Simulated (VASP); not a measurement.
A run of VASP 6.6.1:

INCAR

```
SYSTEM = ZnO
PREC     = Accurate       ! precision mode
ENCUT    = 600            ! plane-wave cutoff, eV
EDIFF    = 1E-7           ! SCF threshold, eV
ISMEAR   = 0              ! smearing method
SIGMA    = 0.02           ! smearing width, eV
LREAL    = .FALSE.        ! projectors in reciprocal space
LASPH    = .TRUE.         ! aspherical terms in the spheres
NELM     = 120            ! most SCF steps
ALGO     = Normal         ! electronic algorithm
ISIF     = 3              ! what is computed and relaxed
LWAVE    = .FALSE.        ! write WAVECAR
LCHARG   = .FALSE.        ! write CHGCAR
IBRION   = 2              ! ionic algorithm
NSW      = 100            ! ionic steps
EDIFFG   = -0.002         ! ionic threshold
GGA_COMPAT= .FALSE.      
NELMIN   = 4
```

KPOINTS

```
Automatic mesh
0
G
  9 9 6
  0 0 0
```

Contents of POSCAR:

```
ZnO
1.0
    3.2327256200      0.0000000000      0.0000000000
   -1.6163628100      2.7996225103      0.0000000000
    0.0000000000      0.0000000000      5.2370155043
Zn O
2 2
Direct
    0.3333333333      0.6666666667      0.0000000000
    0.6666666667      0.3333333333      0.5000000000
    0.3333333333      0.6666666667      0.3780000000
    0.6666666667      0.3333333333      0.8780000000
```

Potentials or basis: VASP PAW LDA potentials, release 64 (Zn, O).

Launch:

```sh
$ cat potpaw_LDA.64/Zn/POTCAR potpaw_LDA.64/O/POTCAR > POTCAR
$ mpirun -np 1 vasp_std > vasp.out
```

Hardware: 1 thread of Intel Xeon 8259CL, on a shared host.

Task: How long does it take, and how much memory?

Result: It took 11 min on 1 thread of Intel Xeon 8259CL, on a shared host, peak memory 0.2 GiB. Counts: scf iterations 83, k points 48, ion steps 13.
